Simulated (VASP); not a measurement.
**BAs: single point with LDA**

Crystal: BAs.

```
B As
1.0
     0.00000    2.19742    2.57958
     2.19742    0.00000    2.57958
     2.19742    2.19742    0.00000
B As
1 1
Direct
  0.00000 0.00000 0.00000
  0.75000 0.75000 0.75000
```

This cell differs from its parent crystal: strain -0.080 along x and y, +0.080 along z.

* Program: VASP 6.6.1
* Task: single point
* Functional: LDA
* Potentials or basis: VASP PAW LDA potentials, release 64 (B, As)
* Cutoff: 520 eV
* k mesh: 10 × 10 × 10
* Occupations: gaussian, width 0.05 eV
* Spin: no spin polarisation
* Dipole correction: no
* Further INCAR settings: ALGO = Normal; EDIFF = 1e-07; NBANDS = 11

```yaml
Pressure: 11.2 GPa
Band_gap_on_the_k_mesh: zero (band 4 reaches 7.88 eV, above the bottom of band 5 at 7.65 eV)
```

Stress tensor (GPa, compression positive):
```
 25.87   0.00   0.00
  0.00  25.87   0.00
  0.00   0.00 -18.23
```

Levels at points of the mesh, in eV from the Fermi level:
| k point | band 1 | band 2 | band 3 | band 4 | band 5 | band 6 | band 7 | band 8 | band 9 |
| --- | --- | --- | --- | --- | --- | --- | --- | --- | --- |
| (0.00, 0.00, 0.00) | -16.74 | -1.84 | 0.13 | 0.13 | 2.69 | 2.69 | 3.66 | 4.82 | 9.45 |
| (0.50, 0.00, 0.00) | -13.49 | -9.92 | -3.59 | -1.31 | 1.23 | 5.14 | 5.24 | 8.63 | 12.00 |
| (0.50, 0.50, 0.00) | -13.12 | -10.32 | -3.77 | -3.77 | 2.13 | 2.33 | 11.32 | 11.32 | 11.51 |
| (0.50, 0.00, 0.50) | -11.56 | -8.95 | -5.56 | -5.23 | 0.08 | 0.28 | 9.46 | 11.52 | 12.26 |

It took 20 s on 1 thread of Intel(R) Xeon(R) Platinum 8488C (Sapphire Rapids) (shared host), peak memory 0.15 GiB.

Caveat: the cell differs from its parent crystal (strain -0.080 along x and y, +0.080 along z).
